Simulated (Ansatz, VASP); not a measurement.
Sc: VASP beside Ansatz

```xyz
2
Lattice="3.3194 0.0000 0.0000 -1.6597 2.8747 0.0000 0.0000 0.0000 5.1679" Properties=species:S:1:pos:R:3 pbc="T T T"
Sc    0.0000    1.9164    1.2920
Sc    1.6597    0.9582    3.8759
```

Alike in both runs: functional PBE; k mesh 15 × 15 × 8; occupations fermi-dirac, width 0.05 eV; no spin polarisation.

Ansatz relaxed the structure, and its values are those at the end. VASP's run is a single point on that final structure, the one shown.

```csv
,VASP,Ansatz
version,VASP 6.6.1,Ansatz 0.2.0
potentials or method,"VASP PAW PBE potentials, release 64 (Sc_sv)","PAW with Ansatz's default frozen-core files, scalar-relativistic"
plane-wave cutoff (eV),520,420
valence electrons in the cell,22,22
```

```csv
,VASP,Ansatz,Ansatz less VASP
pressure (GPa),0.0,0.0,-0.03
```
